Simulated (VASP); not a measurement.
A run of VASP 6.6.1:

Contents of INCAR:

```
PREC = Accurate
ENCUT = 520
EDIFF = 1E-8
ISMEAR = -1
SIGMA = 0.08
LREAL = F
LASPH = T
NELM = 100
ALGO = Normal
ISIF = 2
LWAVE = F
LCHARG = F
LEFG = T
NBANDS = 17
```

KPOINTS

```
regular mesh
0
Gamma
  10 10 5
```

Contents of POSCAR:

```
Sr
1.0
    4.2220163448      0.0000000000      0.0000000000
   -2.1110081724      3.6563734097      0.0000000000
    0.0000000000      0.0000000000      6.9060820664
Sr
2
Direct
    0.3333333333      0.6666666667      0.2500000000
    0.6666666667      0.3333333333      0.7500000000
```

Potentials or basis: VASP PAW LDA potentials, release 64 (Sr_sv).

The run is started by

```console
$ cat potpaw_LDA.64/Sr_sv/POTCAR > POTCAR
$ mpirun -np 1 vasp_std > vasp.out
```

Hardware: 1 thread of AMD EPYC 9R45 96-Core Processor (Zen 5), with other jobs on the host.

Problem. Estimate the wall time of this run.

Solution. Run time: 39 s on 1 thread of AMD EPYC 9R45 96-Core Processor (Zen 5) (shared host), peak memory 0.18 GiB. Counts: scf iterations 13, k points 42.
